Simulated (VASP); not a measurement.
Here is a VASP 6.6.1 calculation.

INCAR

```
SYSTEM = Sb
PREC = Accurate ; ENCUT = 520
EDIFF = 1E-8 ; ISMEAR = -1
SIGMA = 0.15 ; LREAL = .FALSE.
LASPH = .TRUE. ; NELM = 80
ALGO = Normal ; ISIF = 2
LWAVE = .FALSE. ; LCHARG = .FALSE.
GGA = PE ; IVDW = 12
IBRION = 6 ; NFREE = 2
POTIM = 0.015 ; NSW = 1
```

The input KPOINTS:

```
Automatic mesh
0
G
  12 12 12
  0 0 0
```

The input POSCAR:

```
Sb
1.0
    2.1583747842      1.2461382627      3.6727505193
   -2.1583747842      1.2461382627      3.6727505193
    0.0000000000     -2.4922765253      3.6727505193
Sb
2
Direct
    0.2371686733      0.2371686733      0.2371686733
    0.7628313267      0.7628313267      0.7628313267
```

Potentials or basis: VASP PAW PBE potentials, release 64 (Sb).

Launch:

```sh
$ cat potpaw_PBE.64/Sb/POTCAR > POTCAR
$ mpirun -np 1 vasp_std > vasp.out
```

Task: Predict the highest phonon frequency at Γ.

Result: 129 cm⁻¹.

Task: What does it give for the dispersion energy per atom?

Result: -0.482 eV.

Phonon frequencies in cm⁻¹ (negative: imaginary):
```csv
q point,frequencies
"(0.000, 0.000, 0.000)",0 0 0 85 85 129
```
